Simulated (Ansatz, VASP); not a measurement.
## Two plane-wave programs on K

```
K
1.0
    -2.69756    2.69756    2.69756
     2.69756   -2.69756    2.69756
     2.69756    2.69756   -2.69756
K
1
Direct
  0.00000 0.00000 0.00000
```

Alike in both runs: task electric field gradients; functional PBEsol; k mesh 10 × 10 × 10; no spin polarisation.

|  | VASP | Ansatz |
| --- | --- | --- |
| version | VASP 6.6.1 | Ansatz 0.2.0 |
| potentials or method | VASP PAW PBE potentials, release 64 (K_sv) | PAW with Ansatz's default frozen-core files, scalar-relativistic |
| plane-wave cutoff (eV) | 400 | 420 |
| occupations | tetrahedron | tetrahedron-uncorrected |
| valence electrons in the cell | 9 | 9 |

```tsv
	VASP	Ansatz	Ansatz less VASP
gap on the k mesh at the Fermi level (eV)	none	none	-
pressure (GPa)	-0.3	-0.3	0.00
```

VASP's potentials were made for PBE, not for PBEsol. A gap of «none» marks a metal or a gap that the smearing closes. Ansatz's warnings: band table not solved further.
